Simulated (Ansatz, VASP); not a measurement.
## One calculation of InSe, two programs

```
Se In
1.0
     4.03185    0.00000    0.00000
    -2.01593    3.49169    0.00000
     0.00000    0.00000   23.37929
Se In
2 2
Direct
  0.33333 0.66667 0.38496
  0.33333 0.66667 0.61504
  0.00000 0.00000 0.44026
  0.00000 0.00000 0.55974
```

Alike in both runs: task single point; functional PBE; dispersion D3(BJ); k mesh 24 × 24 × 1; occupations gaussian, width 0.05 eV; no spin polarisation.

|  | VASP | Ansatz |
| --- | --- | --- |
| version | VASP 6.6.1 | Ansatz 0.2.0 |
| potentials or method | VASP PAW PBE potentials, release 64 (Se, In_d), cutoff 520 eV | scalar-relativistic, plane waves, PAW |
| valence electrons in the cell | 38 | 58 |

|  | VASP | Ansatz | Ansatz less VASP |
| --- | --- | --- | --- |
| gap on the k mesh at the Fermi level (eV) | 1.60 | 1.61 | +0.011 |
| rms of the force components (eV/Å) | 0.005 | 0.005 | +0.0004 |

VASP's potentials hold 38 valence electrons a cell and Ansatz's 58, so a difference there can come from the potentials and not from the codes. Ansatz's warnings: xc potential rough in thin density.
